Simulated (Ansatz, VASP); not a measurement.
One calculation of NaHgF3, two programs

```
CELL_PARAMETERS angstrom
4.56099 0.00000 0.00000
0.00000 4.56099 0.00000
0.00000 0.00000 4.56099
ATOMIC_POSITIONS crystal
Na 0.00000 0.00000 0.00000
Hg 0.50000 0.50000 0.50000
F 0.50000 0.50000 0.00000
F 0.50000 0.00000 0.50000
F 0.00000 0.50000 0.50000
```

Alike in both runs: task single point; functional PBE; k mesh 6 × 6 × 6; no spin polarisation.

|  | VASP | Ansatz |
| --- | --- | --- |
| version | VASP 6.6.1 | Ansatz 0.2.0 |
| potentials or method | VASP PAW PBE potentials, release 64 (Na_pv, Hg, F) | plane waves, PAW |
| plane-wave cutoff (eV) | 520 | 420 |
| occupations | gaussian, width 0.01 eV | fixed |
| valence electrons in the cell | 40 | 50 |

|  | VASP | Ansatz | Ansatz less VASP |
| --- | --- | --- | --- |
| gap on the k mesh at the Fermi level (eV) | 0.37 | 0.40 | +0.028 |
| pressure (GPa) | 0.3 | 0.0 | -0.25 |

VASP's potentials hold 40 valence electrons a cell and Ansatz's 50, so a difference there can come from the potentials and not from the codes.

Spin-orbit coupling is off throughout.
